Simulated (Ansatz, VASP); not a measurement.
## Two plane-wave programs on BiTe

File INCAR:

```
SYSTEM = BiTe
PREC     = Accurate       ! precision mode
ENCUT    = 520            ! plane-wave cutoff, eV
EDIFF    = 1E-6           ! SCF threshold, eV
ISMEAR   = 0              ! smearing method
SIGMA    = 0.1            ! smearing width, eV
LREAL    = .FALSE.        ! projectors in reciprocal space
LASPH    = .TRUE.         ! aspherical terms in the spheres
NELM     = 60             ! most SCF steps
ALGO     = Normal         ! electronic algorithm
ISIF     = 2              ! what is computed and relaxed
LWAVE    = .FALSE.        ! write WAVECAR
LCHARG   = .TRUE.         ! write CHGCAR
GGA      = PS             ! functional
LELF     = .TRUE.         ! ELF
LVHAR    = .TRUE.       
NBANDS   = 18             ! bands
```

File KPOINTS:

```
Automatic mesh
0
G
  12 12 12
  0 0 0
```

The input POSCAR:

```
BiTe
1.0
    0.0000000000      3.2511941628      3.2511941628
    3.2511941628      0.0000000000      3.2511941628
    3.2511941628      3.2511941628      0.0000000000
Bi Te
1 1
Direct
    0.0000000000      0.0000000000      0.0000000000
    0.5000000000      0.5000000000      0.5000000000
```

Input for Ansatz:

```yaml
crystal:
  lattice:
    - [0.0, 3.2511941628, 3.2511941628]
    - [3.2511941628, 0.0, 3.2511941628]
    - [3.2511941628, 3.2511941628, 0.0]
  atoms:
    - { symbol: Bi, position: [0.0, 0.0, 0.0] }
    - { symbol: Te, position: [0.5, 0.5, 0.5] }
basis:
  ecutwfc: 420
kpoints:
  mp_grid: { grid: [12, 12, 12] }
  band_path:
    path:
      - [[0.0, 0.0, 0.0], [0.5, 0.0, 0.5], [0.625, 0.25, 0.625]]
      - [[0.375, 0.375, 0.75], [0.0, 0.0, 0.0], [0.5, 0.5, 0.5], [0.5, 0.25, 0.75], [0.5, 0.0, 0.5]]
    npoints: 14
hamiltonian:
  xc: pbesol
scf:
  occupations: { method: gaussian, width: 0.1 }
  n_extra_bands: 6
output:
  forces: true
  stress: true
  eigenvalues: true
  populations: true
  dos: { projected: true, de: 0.02, nscf_kmesh: { grid: [18, 18, 18] } }
  bader: true
  write_density: true
  write_potential: true
  elf: true
  volumetric_format: npy
```

Alike in both runs: task single point; functional PBEsol; k mesh 12 × 12 × 12; occupations gaussian, width 0.1 eV; no spin polarisation.

|  | VASP | Ansatz |
| --- | --- | --- |
| version | VASP 6.6.1 | Ansatz 0.2.0 |
| potentials or method | VASP PAW PBE potentials, release 64 (Bi_d, Te), cutoff 520 eV | scalar-relativistic, plane waves, PAW |
| valence electrons in the cell | 21 | 31 |

|  | VASP | Ansatz | Ansatz less VASP |
| --- | --- | --- | --- |
| gap on the k mesh at the Fermi level (eV) | none | none | - |
| pressure (GPa) | -2.4 | -2.4 | +0.03 |

VASP's potentials were made for PBE, not for PBEsol. A gap of «none» marks a metal or a gap that the smearing closes. VASP's potentials hold 21 valence electrons a cell and Ansatz's 31, so a difference there can come from the potentials and not from the codes.

Neither program's run includes spin-orbit coupling.
